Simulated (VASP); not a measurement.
# SnO2 (P2/c) in VASP: single point with PBE+D3(BJ)

Aim: the single point of SnO2 with PBE+D3(BJ).

Everything below comes from runs of VASP 6.6.1. Logs are shortened: lines on timing, memory, paths and dates and some standing lists are left out, and cuts for length are marked.

**1. The cell of the first run**

Symmetry: P2/c, No. 13, monoclinic system. The conventional cell has a = 4.681 Å, b = 3.237 Å, c = 5.607 Å, α = 90.00°, β = 113.53°, γ = 90.00°. Within 2.8 Å of Sn (site symmetry 2) lie 6 O at 2.08 to 2.15 Å. Within 2.8 Å of O (site symmetry 1) lie 3 Sn at 2.08 to 2.15 Å and 3 O at 2.68 to 2.77 Å.

**2. Single point, PBE+D3(BJ) (atoms displaced along a vibrational mode)**

Contents of INCAR:

```
PREC     = Accurate       # precision mode
ENCUT    = 520            # plane-wave cutoff, eV
EDIFF    = 1E-6           # SCF threshold, eV
ISMEAR   = 0              # smearing method
SIGMA    = 0.05           # smearing width, eV
LREAL    = F              # projectors in reciprocal space
LASPH    = T              # aspherical terms in the spheres
NELM     = 100            # most SCF steps
ALGO     = Normal         # electronic algorithm
ISIF     = 2              # what is computed and relaxed
LWAVE    = F              # write WAVECAR
LCHARG   = F              # write CHGCAR
GGA      = PE             # functional
IVDW     = 12             # dispersion correction
NBANDS   = 35             # bands
```

Contents of KPOINTS:

```
regular mesh
0
Gamma
  8 6 6
```

Contents of POSCAR:

```
SnO2
1.0
    1.6186264610     -2.8035432689      0.0000000000
    1.6186264610      0.9345144230      4.2918257460
   -4.8558793830     -2.8035432689      0.0000000000
Sn O
2 4
Direct
    0.5252065569      0.5000000000      0.0000000000
   -0.0252065569      0.5000000000      0.5000000000
    0.4880450562      0.7308000579      0.7436000193
    1.0119549438      0.7308000579      0.2436000193
    0.4880450562      0.2691999421      0.2563999807
    1.0119549438      0.2691999421      0.7563999807
```

Potentials or basis: VASP PAW PBE potentials, release 64 (Sn_d, O).

Run with:

```console
cat potpaw_PBE.64/Sn_d/POTCAR potpaw_PBE.64/O/POTCAR > POTCAR
mpirun -np 1 vasp_std > vasp.out
```

OUTCAR:

```text
PREC = Accurate
   ENCUT = 520
   EDIFF = 1E-6
   ISMEAR = 0
   LREAL = F
   LASPH = T
   NELM = 100
   ISIF = 2
   GGA = PE
   IVDW = 12
 IVDW          = 12

 ion  position               nearest neighbor table
   1  0.525  0.500  0.000-   4 2.08   6 2.08   3 2.12   5 2.12   6 2.15   4 2.15   2 3.16   2 3.16
                             2 3.32   2 3.32
   2  0.975  0.500  0.500-   5 2.08   3 2.08   6 2.12   4 2.12   3 2.15   5 2.15   1 3.16   1 3.16
                             1 3.32   1 3.32
   3  0.488  0.731  0.744-   2 2.08   1 2.12   2 2.15
   4  0.012  0.731  0.244-   1 2.08   2 2.12   1 2.15
   5  0.488  0.269  0.256-   2 2.08   1 2.12   2 2.15
   6  0.012  0.269  0.756-   1 2.08   2 2.12   1 2.15

  LATTYP: Found a simple monoclinic cell.
 ALAT       =     4.6811363002
 B/A-ratio  =     0.6915528014
 C/A-ratio  =     1.1978045881
 COS(beta)  =    -0.3992681960

  Lattice vectors:

 A1 = (   1.6186264610,   0.9345144230,   4.2918257460)
 A2 = (  -1.6186264610,   2.8035432689,   0.0000000000)
 A3 = (  -4.8558793830,  -2.8035432689,   0.0000000000)

Analysis of symmetry for initial positions (statically):
=====================================================================
 Subroutine PRICEL returns:
 Original cell was already a primitive cell.

 Routine SETGRP: Setting up the symmetry group for a
 simple monoclinic supercell.

 Subroutine GETGRP returns: Found  4 space group operations
 (whereof  2 operations were pure point group operations)
 out of a pool of  4 trial point group operations.

The static configuration has the point symmetry C_2 .
 The point group associated with its full space group is C_2h.

Analysis of symmetry for dynamics (positions and initial velocities):
=====================================================================
 Subroutine PRICEL returns:
 Original cell was already a primitive cell.

 Routine SETGRP: Setting up the symmetry group for a
 simple monoclinic supercell.

 Subroutine GETGRP returns: Found  4 space group operations
 (whereof  2 operations were pure point group operations)
 out of a pool of  4 trial point group operations.

The dynamic configuration has the point symmetry C_2 .
 The point group associated with its full space group is C_2h.

 Subroutine INISYM returns: Found  4 space group operations
[... 96 lines left out ...]
   PREC   = accura    normal or accurate (medium, high low for compatibility)
   ISTART =      0    job   : 0-new  1-cont  2-samecut
   ICHARG =      2    charge: 1-file 2-atom 10-const
   ISPIN  =      1    spin polarized calculation?
   LNONCOLLINEAR =      F non collinear calculations
   LSORBIT =      F    spin-orbit coupling
   LASPH  =      T    aspherical Exc in radial PAW
   ENCUT  =  520.0 eV  38.22 Ry    6.18 a.u.   6.02  8.70 10.43*2*pi/ulx,y,z
   NELM   =    100;   NELMIN=  2; NELMDL= -5     # of ELM steps
   EDIFF  = 0.1E-05   stopping-criterion for ELM
   LREAL  =      F    real-space projection
[... 7 lines left out ...]
   TEBEG  =    0.0;   TEEND  =   0.0 temperature during run
   PSTRESS=    0.0 pullay stress
   NELECT =      52.0000    total number of electrons
   NUPDOWN=      -1.0000    fix difference up-down
   EMIN   =  10.00;   EMAX   =-10.00  energy-range for DOS
   EFERMI =   0.00;   METHOD = LEGACY
   ISMEAR =     0;   SIGMA  =   0.05  broadening in eV -4-tet -1-fermi 0-gaus
   EFERMI_NEDOS =   21; number of points for ismear=-14 and -15
   IALGO  =     38    algorithm
   IMIX   =      4    mixing-type and parameters
     AMIX     =   0.40;   BMIX     =  1.00
     AMIX_MAG =   1.60;   BMIX_MAG =  1.00
  volume/ion in A,a.u.               =      12.98        87.62
  Fermi-wavevector in a.u.,A,eV,Ry     =   1.430729  2.703685 27.850916  2.046985
  Thomas-Fermi vector in A             =   2.550542
   LORBIT       =      0    0 simple, 1 ext, 2 COOP (PROOUT), +10 PAW based schemes
   GGA     = PE    functional components
   LHFCALC =     F    Hartree Fock is set to
   AEXX    =    0.0000 exact exchange contribution
   IVDW    =    12    specifies the selected vdW correction
   LEPSILON=     F    determine dielectric tensor
   LRPA    =     F    only Hartree local field effects (RPA)
 non-spin polarized calculation
 Gauss-broadening in eV      SIGMA  =   0.05
  energy-cutoff  :      520.00
  volume of cell :       77.90
 maximum number of plane-waves:      2118
   NGX = 13   NGY = 17   NGZ = 21

 number of electron      52.0000018 magnetization

 Free energy of the ion-electron system (eV)
  ---------------------------------------------------
  ext. energy  EPLUGINS =         0.00000000
  ---------------------------------------------------
  free energy    TOTEN  =       -36.24972003 eV

  energy without entropy =      -36.24972003  energy(sigma->0) =      -36.24972003

 E-fermi :   5.1093     XC(G=0): -10.7317

 val. band max:        4.8893675514   @ k =   0.0000   0.0000   0.0000
 cond. band min:       6.4019755642   @ k =   0.0000   0.0000   0.0000
 fundamental gap:      1.5126080128
 Fermi energy:         5.1092669144

 k-point     1 :       0.0000    0.0000    0.0000
  band No.  band energies     occupation
      1     -15.9418      2.00000
      2     -15.3944      2.00000
      3     -15.1554      2.00000
      4     -15.1540      2.00000
      5     -15.1130      2.00000
      6     -15.0705      2.00000
[... 901 lines left out ...]
     34      16.8778      0.00000
     35      17.1731      0.00000

 [... further k-points ...]

------------------------ aborting loop because EDIFF is reached ----------------------------------------

 Edisp (eV)   -1.20622

 E8    (eV) :    -0.4796

  FORCE on cell =-STRESS in cart. coord.  units (eV):
  Direction    XX          YY          ZZ          XY          YZ          ZX
  --------------------------------------------------------------------------------------
  -------------------------------------------------------------------------------------
  Total       0.58142     0.49763     0.22632     0.07257    -0.07747    -0.13418
  in kB      11.95768    10.23433     4.65459     1.49247    -1.59328    -2.75964
  external pressure =        8.95 kB  Pullay stress =        0.00 kB

 VOLUME and BASIS-vectors are now :
 -----------------------------------------------------------------------------
  energy-cutoff  :      520.00
  volume of cell :       77.90
      direct lattice vectors                 reciprocal lattice vectors
     1.618626461 -2.803543269  0.000000000     0.154451942 -0.267518611  0.000000000
     1.618626461  0.934514423  4.291825746     0.000000000  0.000000000  0.233001072
    -4.855879383 -2.803543269  0.000000000    -0.154451942 -0.089172870  0.077667024

 POSITION                                       TOTAL-FORCE (eV/Angst)
 -----------------------------------------------------------------------------------
      1.65943     -1.00518      2.14591        -0.472944      0.819162      0.000000
     -0.04080     -3.66739      2.14591         0.472944     -0.819162      0.000000
     -1.63798     -2.77003      3.13647        -0.011899     -0.060610      0.080006
      0.01935     -0.03352      3.13647        -0.058439      0.020001      0.080006
     -0.01935     -1.83551      1.15536         0.058439     -0.020001     -0.080006
     -3.21790     -1.90255      1.15536         0.011899      0.060610     -0.080006
 -----------------------------------------------------------------------------------
    total drift:                               -0.000000     -0.000000      0.000000

  FREE ENERGIE OF THE ION-ELECTRON SYSTEM (eV)
  ---------------------------------------------------
  free  energy   TOTEN  =       -37.4559388225 eV

  energy  without entropy=      -37.4559388225  energy(sigma->0) =      -37.45593882
```

OSZICAR:

```text
N       E                     dE             d eps       ncg     rms          rms(c)
DAV:   1     0.637393965691E+03    0.63739E+03   -0.26133E+04  7794   0.230E+03
DAV:   2     0.602539009722E+02   -0.57714E+03   -0.54427E+03  7547   0.606E+02
DAV:   3    -0.371260505215E+02   -0.97380E+02   -0.95435E+02  7758   0.207E+02
DAV:   4    -0.420572541284E+02   -0.49312E+01   -0.48948E+01  8727   0.511E+01
DAV:   5    -0.421760671760E+02   -0.11881E+00   -0.11865E+00  8347   0.846E+00    0.152E+01
DAV:   6    -0.361900594711E+02    0.59860E+01   -0.17131E+01 11212   0.650E+01    0.610E+00
DAV:   7    -0.362847612977E+02   -0.94702E-01   -0.21005E+00  7568   0.837E+00    0.307E+00
DAV:   8    -0.362555053070E+02    0.29256E-01   -0.18869E-01 10425   0.398E+00    0.807E-01
DAV:   9    -0.362484786793E+02    0.70266E-02   -0.34354E-02 11116   0.279E+00    0.128E-01
DAV:  10    -0.362496304731E+02   -0.11518E-02   -0.53072E-03  8419   0.683E-01    0.544E-02
DAV:  11    -0.362497099573E+02   -0.79484E-04   -0.33915E-04 11068   0.200E-01    0.243E-02
DAV:  12    -0.362497222415E+02   -0.12284E-04   -0.37744E-05  8606   0.399E-02    0.149E-02
DAV:  13    -0.362497203552E+02    0.18863E-05   -0.96110E-06  9175   0.355E-02    0.189E-03
DAV:  14    -0.362497200287E+02    0.32647E-06   -0.84797E-07  5319   0.690E-03
   1 F= -.37455939E+02 E0= -.37455939E+02  d E =-.502301E-12
```

stdout:

```text
POSCAR found type information on POSCAR SnO
 POSCAR found :  2 types and       6 ions
 scaLAPACK will be used
 LDA part: xc-table for (Slater+PW92), standard interpolation
 POSCAR, INCAR and KPOINTS ok, starting setup
 FFT: planning ... GRIDC
 FFT: planning ... GRID_SOFT
 FFT: planning ... GRID
 WAVECAR not read
 entering main loop
```

It took 5.6 min on 1 thread of Intel Xeon Platinum 8488C (Sapphire Rapids), shared host; peak memory 0.33 GiB.

Results:

| Quantity | Value |
| --- | --- |
| Free energy | -37.4559 eV |
| Pressure | 0.9 GPa |
| Largest force | 0.946 eV/Å |
| Band gap on the k mesh | 1.51 eV |
| Dispersion energy per atom | -0.201 eV |

Forces on the atoms (eV/Å):
```
Sn  -0.473  0.819  0.000
Sn   0.473 -0.819  0.000
O   -0.012 -0.061  0.080
O   -0.058  0.020  0.080
O    0.058 -0.020 -0.080
O    0.012  0.061 -0.080
```

Stress tensor (GPa, compression positive):
```
 1.20  0.15 -0.28
 0.15  1.02 -0.16
-0.28 -0.16  0.47
```

Caveat: the cell differs from its parent crystal (atoms displaced along a vibrational mode); spin-orbit coupling is left out, which moves the levels of the heavy elements.
